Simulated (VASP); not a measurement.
Li3H2:

```
CELL_PARAMETERS angstrom
3.11075 0.00000 0.00000
0.00000 3.15580 0.00000
0.00000 0.00000 5.44045
ATOMIC_POSITIONS crystal
Li 0.50000 0.00000 0.81420
Li 0.50000 0.00000 0.15643
Li 0.00000 0.00000 0.35889
H 0.00000 0.50000 0.00345
H 0.50000 0.50000 0.49503
```

| Quantity | Value |
| --- | --- |
| Program | VASP 6.6.1 |
| Task | relaxation of cell and atoms |
| Functional | PBE |
| Potentials or basis | VASP PAW PBE potentials, release 64 (Li_sv, H) |
| Cutoff | 600 eV |
| k mesh | 5 × 5 × 3 |
| Occupations | gaussian, width 0.2 eV |
| Spin | no spin polarisation |

At the start: pressure 2.7 GPa; volume 10.68 Å³/atom.

Task: Where does the relaxation end?

Result: Over 28 steps the energy falls by 695.9 meV/atom and the volume is 9.92 Å³/atom (-7.1 %); space group Pmm2 (No. 25, to 0.05 Å).

Step by step:
```tsv
step	energy change (eV)	largest force (eV/Å)	pressure (GPa)	volume (Å³)
1	0.0000	2.3490	2.66	53.41
2	-0.6667	1.9022	1.22	54.74
3	-2.0990	0.3544	-2.95	58.13
4	-0.3047	2.1553	-0.03	61.83
5	-2.1472	0.9036	-2.82	59.40
6	-2.1719	0.7065	-2.89	59.03
7	-2.4252	0.7591	-2.22	56.46
8	-2.4977	0.7848	-1.40	54.50
9	-2.7989	0.5706	-0.29	51.71
10	-2.8848	0.4342	0.92	49.77
11	-2.8868	0.4014	1.35	49.22
12	-2.9569	0.2520	0.27	50.31
13	-2.9715	0.2461	-0.41	51.12
14	-2.9975	0.2814	-0.44	51.00
15	-3.0245	0.5311	-0.50	50.73
16	-3.0386	0.5328	-0.42	50.58
17	-3.0762	0.5068	-0.16	50.14
18	-3.1052	0.4736	0.57	49.25
19	-3.1444	0.5528	0.63	49.29
20	-3.1763	0.8569	0.85	49.35
21	-3.2284	0.8056	0.45	49.73
22	-3.3232	0.5737	-0.60	50.87
23	-3.4026	0.4059	-0.62	50.61
24	-3.4389	0.3743	-0.51	50.26
25	-3.4391	0.3752	-0.50	50.23
26	-3.4615	0.2671	0.00	49.74
27	-3.4714	0.1265	0.73	49.08
28	-3.4794	0.0639	0.38	49.60
```

Final structure:
```
Li H
1.0
     2.77287    0.00000    0.00000
     0.00000    2.50952    0.00000
     0.00000    0.00000    7.12757
Li H
3 2
Direct
  0.50000 0.00000 0.69322
  0.50000 0.00000 0.07188
  0.00000 0.00000 0.38796
  0.00000 0.50000 0.17491
  0.50000 0.50000 0.50003
```

Caveat: the k points lie up to 0.50 Å⁻¹ apart in the final cell; the cutoff is under 1.25 times the usual one of these potentials, so pressure, stress and relaxed cells hold a basis-set (Pulay) error; the relaxation stopped at a loose force limit of 0.08 eV/Å, so its end isn't a converged minimum.
